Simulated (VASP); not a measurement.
# Ta4O (P-6m2) in VASP: a series of runs, part 2 of 2

VASP 6.6.1. The steps go on from the part before.

## (4) Single point, PBE

This run uses another cell than the first one, of 23.10 Å³/atom.

Contents of INCAR:

```
SYSTEM = Ta4O
PREC     = Accurate       ! precision mode
ENCUT    = 520            ! plane-wave cutoff, eV
EDIFF    = 1E-6           ! SCF threshold, eV
ISMEAR   = 0              ! smearing method
SIGMA    = 0.1            ! smearing width, eV
LREAL    = .False.        ! projectors in reciprocal space
LASPH    = .True.         ! aspherical terms in the spheres
NELM     = 100            ! most SCF steps
ALGO     = Normal         ! electronic algorithm
ISIF     = 2              ! what is computed and relaxed
LWAVE    = .False.        ! write WAVECAR
LCHARG   = .False.        ! write CHGCAR
GGA      = PE             ! functional
NBANDS   = 33             ! bands
```

Contents of KPOINTS:

```
Automatic mesh
0
Gamma
  12 12 8
  0 0 0
```

Contents of POSCAR:

```
Ta4O
1.0
    5.4691697565      0.0000000000      0.0000000000
   -2.7345848783      4.7364399467      0.0000000000
    0.0000000000      0.0000000000      4.4588931291
Ta O
4 1
Direct
    0.1615412508      0.8384587492      0.5000000000
    0.1615412508      0.3230825016      0.5000000000
    0.6769174984      0.8384587492      0.5000000000
    0.0000000000      0.0000000000      0.0000000000
    0.3333333333      0.6666666667      0.0000000000
```

Potentials or basis: VASP PAW PBE potentials, release 64 (Ta_pv, O).

On the command line:

```sh
$ cat potpaw_PBE.64/Ta_pv/POTCAR potpaw_PBE.64/O/POTCAR > POTCAR
$ mpirun -np 1 vasp_std > vasp.out
```

OUTCAR:

```text
SYSTEM = Ta4O
   PREC = Accurate
   ENCUT = 520
   EDIFF = 1E-6
   ISMEAR = 0
   LREAL = .False.
   LASPH = .True.
   NELM = 100
   ISIF = 2
   GGA = PE

 ion  position               nearest neighbor table
   1  0.162  0.838  0.500-   2 2.65   3 2.65   4 2.70   4 2.70   5 2.76   5 2.76   2 2.82   3 2.82

   2  0.162  0.323  0.500-   3 2.65   1 2.65   4 2.70   4 2.70   5 2.76   5 2.76   3 2.82   1 2.82

   3  0.677  0.838  0.500-   2 2.65   1 2.65   4 2.70   4 2.70   5 2.76   5 2.76   2 2.82   1 2.82

   4  0.000  0.000  0.000-   2 2.70   2 2.70   3 2.70   3 2.70   1 2.70   1 2.70
   5  0.333  0.667  0.000-   1 2.76   1 2.76   2 2.76   2 2.76   3 2.76   3 2.76

  LATTYP: Found a hexagonal cell.
 ALAT       =     5.4691697565
 C/A-ratio  =     0.8152778809

  Lattice vectors:

 A1 = (   5.4691697565,   0.0000000000,   0.0000000000)
 A2 = (  -2.7345848783,   4.7364399467,   0.0000000000)
 A3 = (   0.0000000000,   0.0000000000,   4.4588931291)

Analysis of symmetry for initial positions (statically):
=====================================================================
 Subroutine PRICEL returns:
 Original cell was already a primitive cell.

 Routine SETGRP: Setting up the symmetry group for a
 hexagonal supercell.

 Subroutine GETGRP returns: Found 12 space group operations
 (whereof 12 operations were pure point group operations)
 out of a pool of 24 trial point group operations.

The static configuration has the point symmetry D_3h.

Analysis of symmetry for dynamics (positions and initial velocities):
=====================================================================
 Subroutine PRICEL returns:
 Original cell was already a primitive cell.

 Routine SETGRP: Setting up the symmetry group for a
 hexagonal supercell.

 Subroutine GETGRP returns: Found 12 space group operations
 (whereof 12 operations were pure point group operations)
[... 122 lines left out ...]
   EFERMI =   0.00;   METHOD = LEGACY
   ISMEAR =     0;   SIGMA  =   0.10  broadening in eV -4-tet -1-fermi 0-gaus
   EFERMI_NEDOS =   21; number of points for ismear=-14 and -15
   IALGO  =     38    algorithm
   IMIX   =      4    mixing-type and parameters
     AMIX     =   0.40;   BMIX     =  1.00
     AMIX_MAG =   1.60;   BMIX_MAG =  1.00
  volume/ion in A,a.u.               =      23.10       155.89
  Fermi-wavevector in a.u.,A,eV,Ry     =   1.238411  2.340257 20.866723  1.533661
  Thomas-Fermi vector in A             =   2.372937
   LORBIT       =      0    0 simple, 1 ext, 2 COOP (PROOUT), +10 PAW based schemes
   GGA     = PE    functional components
   LHFCALC =     F    Hartree Fock is set to
   AEXX    =    0.0000 exact exchange contribution
   IVDW    =     0    specifies the selected vdW correction
   LEPSILON=     F    determine dielectric tensor
   LRPA    =     F    only Hartree local field effects (RPA)
 non-spin polarized calculation
 Gauss-broadening in eV      SIGMA  =   0.10
  energy-cutoff  :      520.00
  volume of cell :      115.50
 maximum number of plane-waves:      3144
 NGX is ok and might be reduce to    42
   NGX = 21   NGY = 21   NGZ = 17

 number of electron      49.9999997 magnetization

 Free energy of the ion-electron system (eV)
  ---------------------------------------------------
  ext. energy  EPLUGINS =         0.00000000
  ---------------------------------------------------
  free energy    TOTEN  =       -45.51725233 eV

  energy without entropy =      -45.48759940  energy(sigma->0) =      -45.50242587

 E-fermi :   2.6855     XC(G=0): -10.1821

 val. band max:        2.6850082023   @ k =   0.1667   0.0833   0.2500
 cond. band min:       2.6949323299   @ k =   0.0833  -0.0000   0.2500
 fundamental gap:      0.0099241276
 Fermi energy:         2.6854514724

 k-point     1 :       0.0000    0.0000    0.0000
  band No.  band energies     occupation
      1     -32.5287      2.00000
      2     -32.3551      2.00000
      3     -32.0501      2.00000
      4     -32.0501      2.00000
      5     -31.6318      2.00000
      6     -31.6318      2.00000
[... 853 lines left out ...]
     32       5.4211      0.00000
     33       5.5070      0.00000

 [... further k-points ...]
[... 5 lines left out ...]
  --------------------------------------------------------------------------------------
  -------------------------------------------------------------------------------------
  Total        0.0513090      0.0513090      0.0431403     -0.0000000     -0.0000000     -0.0000000
  in kB        0.7117112      0.7117112      0.5984026     -0.0000000     -0.0000000     -0.0000000
  external PRESSURE =       0.6739417 kB  Pullay stress =       0.0000000 kB

 VOLUME and BASIS-vectors are now :
 -----------------------------------------------------------------------------
  energy-cutoff  :      520.00
  volume of cell :      115.50
      direct lattice vectors                 reciprocal lattice vectors
     5.469169757  0.000000000  0.000000000     0.182843109  0.105564518  0.000000000
    -2.734584878  4.736439947  0.000000000     0.000000000  0.211129036  0.000000000
     0.000000000  0.000000000  4.458893129     0.000000000  0.000000000  0.224270906

 POSITION                                       TOTAL-FORCE (eV/Angst)
 -----------------------------------------------------------------------------------
     -1.40934      3.97131      2.22945        -0.001528      0.000882     -0.000000
     -0.00000      1.53026      2.22945         0.000000     -0.001764      0.000000
      1.40934      3.97131      2.22945         0.001528      0.000882     -0.000000
      0.00000      0.00000      0.00000         0.000000      0.000000      0.000000
     -0.00000      3.15763      0.00000        -0.000000      0.000000      0.000000
 -----------------------------------------------------------------------------------
    total drift:                                0.000000     -0.000000     -0.000000

  FREE ENERGIE OF THE ION-ELECTRON SYSTEM (eV)
  ---------------------------------------------------
  free  energy   TOTEN  =       -45.5172523344 eV

  energy  without entropy=      -45.4875993981  energy(sigma->0) =      -45.50242587
```

OSZICAR:

```text
N       E                     dE             d eps       ncg     rms          rms(c)
DAV:   1     0.476399067364E+03    0.47640E+03   -0.27530E+04  6342   0.148E+03
DAV:   2    -0.232174143698E+02   -0.49962E+03   -0.48365E+03  7125   0.428E+02
DAV:   3    -0.484068222968E+02   -0.25189E+02   -0.24291E+02  8322   0.833E+01
DAV:   4    -0.490871432574E+02   -0.68032E+00   -0.67252E+00  7843   0.132E+01
DAV:   5    -0.491100505314E+02   -0.22907E-01   -0.22860E-01  8696   0.195E+00    0.242E+01
DAV:   6    -0.469184704732E+02    0.21916E+01   -0.15970E+01  8081   0.205E+01    0.150E+01
DAV:   7    -0.459298057708E+02    0.98866E+00   -0.95549E+00  8384   0.134E+01    0.852E+00
DAV:   8    -0.455091709431E+02    0.42063E+00   -0.16097E+00  8511   0.688E+00    0.161E+00
DAV:   9    -0.455219270392E+02   -0.12756E-01   -0.24176E-01  8438   0.226E+00    0.738E-01
DAV:  10    -0.455171386521E+02    0.47884E-02   -0.26626E-02  8551   0.113E+00    0.253E-01
DAV:  11    -0.455176282341E+02   -0.48958E-03   -0.79146E-03  8302   0.560E-01    0.203E-01
DAV:  12    -0.455172013722E+02    0.42686E-03   -0.20893E-03  8456   0.250E-01    0.321E-02
DAV:  13    -0.455172447864E+02   -0.43414E-04   -0.27627E-04  7697   0.759E-02    0.121E-02
DAV:  14    -0.455172515418E+02   -0.67555E-05   -0.21898E-05  7802   0.317E-02    0.483E-03
DAV:  15    -0.455172523344E+02   -0.79261E-06   -0.32350E-06  6649   0.813E-03
   1 F= -.45517252E+02 E0= -.45502426E+02  d E =-.296529E-01
```

stdout:

```text
POSCAR found type information on POSCAR TaO
 POSCAR found :  2 types and       5 ions
 scaLAPACK will be used
 LDA part: xc-table for (Slater+PW92), standard interpolation
 POSCAR, INCAR and KPOINTS ok, starting setup
 FFT: planning ... GRIDC
 FFT: planning ... GRID_SOFT
 FFT: planning ... GRID
 WAVECAR not read
 entering main loop
```

Wall time 3 min (1 thread of Intel Xeon 6975P-C (Granite Rapids), shared host); peak memory 0.44 GiB.

What came out:

| Item | Value |
| --- | --- |
| Free energy | -45.5173 eV |
| Pressure | 0.1 GPa |
| Band gap on the k mesh | zero (bands 25 and 26 overlap by 1.57 eV) |

Levels at points of the mesh, in eV from the Fermi level:
| k point | band 22 | band 23 | band 24 | band 25 | band 26 | band 27 | band 28 | band 29 |
| --- | --- | --- | --- | --- | --- | --- | --- | --- |
| (0.00, 0.00, 0.00) | -1.97 | -1.86 | -0.53 | 0.72 | 0.72 | 1.29 | 1.54 | 1.54 |
| (0.50, 0.00, 0.00) | -1.18 | -0.71 | -0.71 | -0.66 | -0.34 | 0.47 | 0.63 | 0.97 |
| (0.00, 0.00, 0.50) | -0.98 | -0.87 | -0.87 | -0.85 | -0.85 | 1.05 | 1.68 | 1.68 |
| (0.50, 0.00, 0.50) | -1.04 | -0.71 | -0.48 | 0.08 | 0.40 | 0.56 | 0.67 | 0.81 |

Caveat: spin-orbit coupling is left out, which moves the levels of the heavy elements.

## (5) Single point, PBE, collinear spin

This run uses another cell than the first one, of 23.11 Å³/atom.

Contents of INCAR:

```
PREC = Accurate
ENCUT = 520
EDIFF = 1E-7
ISMEAR = 0
SIGMA = 0.1
LREAL = F
LASPH = T
NELM = 150
ALGO = Normal
ISIF = 2
LWAVE = F
LCHARG = F
ISPIN = 2
MAGMOM = 1 1 1 1 0
LORBIT = 11
LMAXMIX = 4
GGA = PE
NBANDS = 37
```

Contents of KPOINTS:

```
Automatic mesh
0
Gamma
  6 6 4
```

Contents of POSCAR:

```
Ta4O
1.0
    5.4691466660      0.0000000000      0.0000000000
   -2.7345733330      4.7364199498      0.0000000000
    0.0000000000      0.0000000000      4.4610256212
Ta O
4 1
Direct
    0.1616556320      0.8383443680      0.5000000000
    0.1616556320      0.3233112640      0.5000000000
    0.6766887360      0.8383443680      0.5000000000
    0.0000000000      0.0000000000      0.0000000000
    0.3333333333      0.6666666667      0.0000000000
```

On the command line:

```sh
$ cat potpaw_PBE.64/Ta_pv/POTCAR potpaw_PBE.64/O/POTCAR > POTCAR
$ mpirun -np 1 vasp_std > vasp.out
```

It took 2.1 min on 1 thread of Intel Xeon 6975P-C (Granite Rapids), shared host; peak memory 0.36 GiB.

The run converged. Its results:

* Free energy: -45.4870 eV
* Pressure: 0.3 GPa
* Largest force: 0.006 eV/Å
* Band gap on the k mesh: zero (filled and empty bands overlap)
* Net moment: 0.00 μB per cell
* Valence electrons inside the program's atomic spheres: Ta 8.96, 9.00 (each value once); O 4.75

Forces in eV/Å, atoms in the order of the input:
```
Ta  -0.005  0.003  0.000
Ta   0.000 -0.006  0.000
Ta   0.005  0.003  0.000
Ta   0.000  0.000  0.000
O    0.000  0.000  0.000
```

Stress tensor (GPa, compression positive):
```
0.36 0.00 0.00
0.00 0.36 0.00
0.00 0.00 0.10
```

Levels at points of the mesh, in eV from the Fermi level:
Spin up:
| k point | band 23 | band 24 | band 25 | band 26 | band 27 | band 28 |
| --- | --- | --- | --- | --- | --- | --- |
| (0.00, 0.00, 0.00) | -1.89 | -0.54 | 0.71 | 0.71 | 1.28 | 1.52 |
| (0.50, 0.00, 0.00) | -0.72 | -0.72 | -0.69 | -0.35 | 0.45 | 0.60 |
| (0.00, 0.00, 0.50) | -0.89 | -0.89 | -0.87 | -0.87 | 1.03 | 1.66 |
| (0.50, 0.00, 0.50) | -0.73 | -0.50 | 0.05 | 0.38 | 0.52 | 0.65 |
Spin down:
```csv
k point,band 21,band 22,band 23,band 24,band 25,band 26,band 27,band 28,band 29,band 30
"(0.00, 0.00, 0.00)",-1.99,-1.99,-1.89,-0.54,0.71,0.71,1.28,1.52,1.52,2.06
"(0.50, 0.00, 0.00)",-1.57,-1.21,-0.72,-0.72,-0.69,-0.35,0.45,0.60,0.95,1.39
"(0.00, 0.00, 0.50)",-2.65,-1.00,-0.89,-0.89,-0.87,-0.87,1.03,1.66,1.66,3.31
"(0.50, 0.00, 0.50)",-1.36,-1.06,-0.73,-0.50,0.05,0.38,0.52,0.65,0.78,0.94
```

Caveat: spin-orbit coupling is left out, which moves the levels of the heavy elements.

## (6) Overview

| task | spin | cell | k mesh | cutoff (eV) | gap on the mesh (eV) | pressure (GPa) | moment (μB) | largest force (eV/Å) |
| --- | --- | --- | --- | --- | --- | --- | --- | --- |
| relaxation of cell and atoms | off | relaxed from a = 4.665, b = 4.665, c = 4.368 Å, angles 90.0, 90.0, 120.0°, 5 atoms, atomic positions A | 6 × 6 × 4 | 600 | none | 0.0 | - | 0.01 |
| single point | collinear | a = 4.665, b = 4.665, c = 4.368 Å, angles 90.0, 90.0, 120.0°, 5 atoms, atomic positions A | 6 × 6 × 4 | 520 | none | 70.5 | 0.00 | 7.74 |
| single point | off | a = 5.469, b = 5.469, c = 4.459 Å, angles 90.0, 90.0, 120.0°, 5 atoms, atomic positions B | 12 × 12 × 8 | 520 | none | 0.1 | - | - |
| single point | collinear | a = 5.469, b = 5.469, c = 4.461 Å, angles 90.0, 90.0, 120.0°, 5 atoms, atomic positions B | 6 × 6 × 4 | 520 | none | 0.3 | 0.00 | 0.01 |

Alike in all rows: level PBE; potentials or basis VASP PAW PBE potentials, release 64 (Ta_pv, O); smearing gaussian 0.1 eV.

Caveats: spin-orbit coupling is left out, which moves the levels of the heavy elements; the volume moved by over 15 % at a fixed basis, so the end points are rough (at least some runs); the cell stands under pressure (at least some runs); forces of over 1 eV/Å act on the atoms, so gaps and moduli don't describe the material at rest (at least some runs).

Total energies depend on the potentials used, so only differences within one code and one set of settings carry meaning.
